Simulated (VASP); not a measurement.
The system is KZnF3.

```
Zn K F
1.0
     3.96732    0.00000    0.00000
     0.00000    3.96732    0.00000
     0.00000    0.00000    3.96732
Zn K F
1 1 3
Cartesian
  1.9837 1.9837 1.9837
  0.0000 0.0000 0.0000
  1.9837 0.0000 1.9837
  0.0000 1.9837 1.9837
  1.9837 1.9837 0.0000
```

Base run:

```yaml
Program: VASP 6.6.1
Functional: PBE
Potentials_or_basis: VASP PAW PBE potentials, release 64 (Zn, K_sv, F)
Cutoff: 520 eV
k_mesh: 7 × 7 × 7
Occupations: fermi-dirac, width 0.05 eV
Spin: no spin polarisation
```

Its results: band gap on the k mesh 4.07 eV (least direct gap 6.18 eV); pressure 11.6 GPa.

Q: The run is repeated on the same cell with these changes: functional from PBE to PBEsol. What comes out?

A: Band gap on the k mesh 3.91 eV (least direct gap 6.02 eV); pressure 6.4 GPa.

PBEsol binds more tightly than PBE, so the same cell stands under less pressure.

Caveats: the cell stands under pressure; an odd mesh through Γ misses points on the zone boundary, where band edges can lie; the PAW data sets were made with another functional, which shifts forces and pressure a little (at least some runs).
